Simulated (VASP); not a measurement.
# Ba: relaxation of cell and atoms with PBE

The system is Ba.

```xyz
1
Lattice="3.9501 0.0000 0.0000 0.0000 3.9501 0.0000 0.0000 0.0000 3.9447" Properties=species:S:1:pos:R:3 pbc="T T T"
Ba    0.0000    0.0000    0.0000
```

This isn't the form of Ba at room conditions, which is bcc.

* Program: VASP 6.6.1
* Task: relaxation of cell and atoms
* Functional: PBE
* Potentials or basis: VASP PAW PBE potentials, release 64 (Ba_sv)
* Cutoff: 600 eV
* k mesh: 14 × 14 × 14
* Occupations: gaussian, width 0.1 eV
* Spin: no spin polarisation
* Dipole correction: no
* Further INCAR settings: ALGO = Fast; EDIFF = 1e-06; IBRION = 2; EDIFFG = -0.01; NSW = 100; ISIF = 3

```yaml
Relaxed_volume: 61.99 Å³/atom
Relaxed_cell: a = 3.958 Å, b = 3.958 Å, c = 3.956 Å, α = 90.00°, β = 90.00°, γ = 90.00°
Space_group_after_relaxing_to_0.1_Å: Pm-3m (No. 221)
Energy_gained_by_relaxing: 0.2 meV/atom
Ionic_steps: 2
Pressure_after_relaxing: 0.0 GPa
Band_gap_on_the_k_mesh: zero (bands 5 and 6 overlap by 0.08 eV)
```

Step by step:
| step | energy change (eV) | largest force (eV/Å) | pressure (GPa) | volume (Å³) |
| --- | --- | --- | --- | --- |
| 1 | 0.0000 | 0.0000 | 0.13 | 61.55 |
| 2 | -0.0002 | 0.0000 | 0.00 | 61.99 |

Final structure:
```yaml
crystal:
  lattice:
    - [3.95841, 0.00000, 0.00000]
    - [0.00000, 3.95841, 0.00000]
    - [0.00000, 0.00000, 3.95602]
  atoms:
    - { symbol: Ba, position: [0.00000, 0.00000, 0.00000] }
```

Levels at points of the mesh, in eV from the Fermi level:
| k point | band 1 | band 2 | band 3 | band 4 | band 5 | band 6 | band 7 | band 8 | band 9 |
| --- | --- | --- | --- | --- | --- | --- | --- | --- | --- |
| (0.00, 0.00, 0.00) | -29.17 | -14.01 | -14.01 | -14.01 | -2.58 | 0.05 | 0.05 | 4.83 | 4.83 |
| (0.50, 0.00, 0.00) | -29.11 | -14.71 | -13.95 | -13.95 | -0.70 | 0.61 | 0.78 | 2.61 | 2.61 |
| (0.50, 0.50, 0.00) | -29.06 | -14.61 | -14.61 | -13.88 | -0.98 | 0.69 | 3.10 | 3.10 | 3.34 |
| (0.00, 0.00, 0.50) | -29.11 | -14.71 | -13.95 | -13.95 | -0.70 | 0.62 | 0.78 | 2.60 | 2.60 |
| (0.50, 0.00, 0.50) | -29.06 | -14.61 | -14.61 | -13.89 | -0.98 | 0.69 | 3.09 | 3.09 | 3.34 |
| (0.50, 0.50, 0.50) | -29.00 | -14.52 | -14.51 | -14.51 | -0.04 | -0.04 | -0.04 | 3.93 | 6.44 |

It took 2.2 min on 1 thread of Intel(R) Xeon(R) Platinum 8559C (Emerald Rapids), on a shared host, peak memory 0.35 GiB.

Caveat: spin-orbit coupling is left out, which moves the levels of the heavy elements.
